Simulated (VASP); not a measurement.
Wanted: the native input for a VASP 6.6.1 run.

```yaml
Task: single point
Functional: PBE
Potentials_or_basis: VASP PAW PBE potentials, release 64 (Eu)
Cutoff: 520 eV
k_mesh: 6 × 6 × 6
Occupations: gaussian, width 0.05 eV
Spin: collinear spin, ferromagnetic start
Starting_moments: "[7.88] μB"
Dipole_correction: no
Further_INCAR_settings: ALGO = Normal; EDIFF = 1e-07; NBANDS = 18
```

The structure of Eu lies in POSCAR:

```
Eu
1.0
   -2.2152876429      2.2152876429      2.2152876429
    2.2152876429     -2.2152876429      2.2152876429
    2.2152876429      2.2152876429     -2.2152876429
Eu
1
Direct
    0.0000000000      0.0000000000      0.0000000000
```

One way to write it, as run:

INCAR

```
SYSTEM = Eu
ALGO = Normal
EDIFF = 1E-7
ENCUT = 520
GGA = PE
ISIF = 2
ISMEAR = 0
ISPIN = 2
LASPH = .True.
LCHARG = .False.
LMAXMIX = 6
LORBIT = 11
LREAL = .False.
LWAVE = .False.
MAGMOM = 7.88
NBANDS = 18
NELM = 150
PREC = Accurate
SIGMA = 0.05
```

KPOINTS

```
k-points
0
Gamma
  6 6 6
  0 0 0
```

Potentials or basis: VASP PAW PBE potentials, release 64 (Eu).

Launch:

```console
$ cat potpaw_PBE.64/Eu/POTCAR > POTCAR
$ mpirun -np 1 vasp_std > vasp.out
```

It gave:

```
Pressure                                              : -0.6 GPa
Net moment                                            : 7.51 μB per cell
Site moments                                          : Eu +6.73 μB
Valence electrons inside the program's atomic spheres : Eu 14.74
```

Wall time 27 s on 1 thread of AMD EPYC 9R45 96-Core Processor (Zen 5), on a shared host, peak memory 0.17 GiB.
